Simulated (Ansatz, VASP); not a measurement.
## BaZn2H6 in VASP and in Ansatz

```
CELL_PARAMETERS angstrom
0.00000 3.85942 3.85942
3.85942 0.00000 3.85942
3.85942 3.85942 0.00000
ATOMIC_POSITIONS crystal
Ba 0.50000 0.50000 0.50000
Zn 0.25000 0.25000 0.25000
Zn 0.75000 0.75000 0.75000
H 0.12275 0.87725 0.87725
H 0.87725 0.12275 0.12275
H 0.87725 0.12275 0.87725
H 0.12275 0.87725 0.12275
H 0.87725 0.87725 0.12275
H 0.12275 0.12275 0.87725
```

Alike in both runs: functional PBE; k mesh 8 × 8 × 8; occupations gaussian, width 0.1 eV; no spin polarisation.

Ansatz relaxed the structure, and its values are those at the end. VASP's run is a single point on that final structure, the one shown.

|  | VASP | Ansatz |
| --- | --- | --- |
| version | VASP 6.6.1 | Ansatz 0.2.0 |
| potentials or method | VASP PAW PBE potentials, release 64 (Ba_sv, Zn, H), cutoff 520 eV | scalar-relativistic, plane waves, PAW |
| valence electrons in the cell | 40 | 40 |

|  | VASP | Ansatz | Ansatz less VASP |
| --- | --- | --- | --- |
| gap on the k mesh at the Fermi level (eV) | none | none | - |
| pressure (GPa) | 0.2 | 0.0 | -0.22 |

A gap of «none» marks a metal or a gap that the smearing closes.

Spin-orbit coupling is off throughout.
